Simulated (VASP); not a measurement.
Runs of VASP 6.6.1 on Ru. The structure is that of space group Fm-3m (No. 225), or close to it. The cells are those of the table. 

```csv
cell,gap on the mesh (eV),pressure (GPa)
"a = 2.733 Å, angles 56.6°, 1 atom",none,16.3
"a = 2.583 Å, angles 58.8°, 1 atom",none,69.2
"a = 2.718 Å, angles 58.9°, 1 atom",none,(b)
"a = 2.558 Å, angles 63.6°, 1 atom",none,32.2
"a = 2.877 Å, angles 57.8°, 1 atom",none,-30.5
"a = 2.843 Å, angles 57.8°, 1 atom",none,(a)
"a = 2.738 Å, angles 61.1°, 1 atom",none,-18.6
"a = 2.705 Å, angles 61.2°, 1 atom",none,-10.1
"a = 2.715 Å, angles 62.3°, 1 atom",none,-17.9
"a = 2.767 Å, angles 56.6°, 1 atom",none,3.1
"a = 2.868 Å, angles 56.7°, 1 atom",none,(c)
"a = 2.559 Å, angles 60.0°, 1 atom",none,68.7
```

Alike in all rows: task single point; level PBE; potentials or basis VASP PAW PBE potentials, release 64 (Ru_pv); no spin polarisation; k mesh 20 × 20 × 20; cutoff (eV) 520; smearing gaussian 0.15 eV.

Q: Estimate the missing entries.

A: (a) -24.9; (b) 0.4; (c) -23.8.

A k mesh can miss the band edges, and the runs leave out spin-orbit coupling on Ru.

A gap of «none» marks levels without a gap at the run's occupations.
